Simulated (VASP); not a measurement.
# Ga: single point with PBEsol

The system is Ga.

```xyz
4
Lattice="2.2765 -3.8559 0.0000 2.2765 3.8559 0.0000 0.0000 0.0000 4.5540" Properties=species:S:1:pos:R:3 pbc="T T T"
Ga    2.2765    1.1945    1.9081
Ga    2.2765    2.6613    4.1851
Ga    2.2765   -1.1945    2.6459
Ga    2.2765   -2.6613    0.3689
```

```
Program                : VASP 6.6.1
Task                   : single point
Functional             : PBEsol
Potentials or basis    : VASP PAW PBE potentials, release 64 (Ga_d)
Cutoff                 : 520 eV
k mesh                 : 7 × 7 × 6
Occupations            : fermi-dirac, width 0.05 eV
Spin                   : no spin polarisation
Dipole correction      : no
Further INCAR settings : ALGO = Fast; EDIFF = 1e-07; NBANDS = 34
```

```json
{"Pressure": "-2.5 GPa", "Largest force": "0.118 eV/Å", "Band gap on the k mesh": "zero (band 26 reaches 5.10 eV, above the bottom of band 27 at 3.82 eV)"}
```

Forces in eV/Å, atoms in the order of the input:
```
Ga   0.000  0.111 -0.037
Ga   0.000 -0.111 -0.037
Ga   0.000 -0.111  0.037
Ga   0.000  0.111  0.037
```

Stress tensor (GPa, compression positive):
```
-3.20  0.00  0.00
 0.00 -1.91  0.00
 0.00  0.00 -2.31
```

Levels at points of the mesh, in eV from the Fermi level:
| k point | band 22 | band 23 | band 24 | band 25 | band 26 | band 27 | band 28 | band 29 | band 30 | band 31 |
| --- | --- | --- | --- | --- | --- | --- | --- | --- | --- | --- |
| (0.00, 0.00, 0.00) | -4.30 | -3.71 | -1.87 | -1.69 | -0.80 | 0.83 | 0.85 | 0.99 | 4.89 | 5.25 |
| (0.00, 0.00, 0.50) | -9.13 | -0.34 | -0.34 | -0.02 | -0.02 | 0.00 | 0.00 | 2.00 | 2.00 | 3.76 |

It took 77 s on 1 thread of Intel(R) Xeon(R) 6975P-C (Granite Rapids) (shared host), peak memory 0.28 GiB.

Caveat: the PAW data sets were made with another functional, which shifts forces and pressure a little.
